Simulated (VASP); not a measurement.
The system is WS2.

```
CELL_PARAMETERS angstrom
4.15842 0.00000 0.00000
0.00000 4.15842 0.00000
0.00000 0.00000 6.34492
ATOMIC_POSITIONS crystal
W 0.00000 0.50000 0.70000
W 0.50000 0.00000 0.30000
S 0.00000 0.00000 0.00000
S 0.50000 0.50000 0.00000
S 0.00000 0.50000 0.27000
S 0.50000 0.00000 0.73000
```

* Program: VASP 6.6.1
* Task: relaxation of cell and atoms
* Functional: PBE
* Potentials or basis: VASP PAW PBE potentials, release 64 (W_sv, S)
* Cutoff: 600 eV
* k mesh: 4 × 4 × 4
* Occupations: gaussian, width 0.1 eV
* Spin: no spin polarisation

At the start: pressure -17.2 GPa; volume 18.29 Å³/atom.

Problem. How do energy, volume and symmetry change on relaxing?

Solution. Over 29 steps the energy falls by 952.4 meV/atom and the volume is 16.33 Å³/atom (-10.7 %); space group P4/nmm (No. 129, to 0.05 Å).

The path:
```csv
step,energy change (eV),largest force (eV/Å),pressure (GPa),volume (Å³)
1,0.0000,3.9837,-17.21,109.72
2,-1.7716,2.1109,29.61,81.17
3,-2.3172,3.1754,6.98,88.97
4,-2.3205,3.0629,8.58,88.24
5,-3.5485,3.1190,8.94,91.20
6,-4.0183,5.1611,12.53,94.66
7,-4.4868,4.2345,8.58,97.09
8,-5.2259,1.4416,-0.50,104.58
9,-5.2513,0.8497,-1.95,106.28
10,-5.2513,0.7678,-2.13,106.52
11,-5.2803,0.6951,-1.74,105.69
12,-5.3604,0.6051,-0.20,103.20
13,-5.4363,0.4473,4.56,98.33
14,-5.4602,0.5713,4.59,97.99
15,-5.5096,0.8900,4.88,96.97
16,-5.4863,1.4525,6.58,94.88
17,-5.5222,1.1158,5.36,96.20
18,-5.5756,0.9182,3.55,96.97
19,-5.6507,0.6213,-1.35,99.32
20,-5.6513,0.6332,-1.82,99.55
21,-5.6679,0.5496,-1.47,99.23
22,-5.7003,0.2846,-0.36,98.26
23,-5.6731,0.7071,2.14,96.31
24,-5.7060,0.2293,0.32,97.69
25,-5.7091,0.1784,0.18,97.81
26,-5.7133,0.1047,-0.21,98.17
27,-5.7133,0.1039,-0.23,98.20
28,-5.7143,0.0434,0.17,98.04
29,-5.7143,0.0288,0.25,98.00
```

Final structure:
```
W S
1.0
     3.94226    0.00000    0.00000
     0.00000    3.94226    0.00000
     0.00000    0.00000    6.30592
W S
2 4
Direct
  0.00000 0.50000 0.77515
  0.50000 0.00000 0.22485
  0.00000 0.00000 0.00000
  0.50000 0.50000 0.00000
  0.00000 0.50000 0.38480
  0.50000 0.00000 0.61520
```

Caveat: the k points lie up to 0.40 Å⁻¹ apart in the final cell.
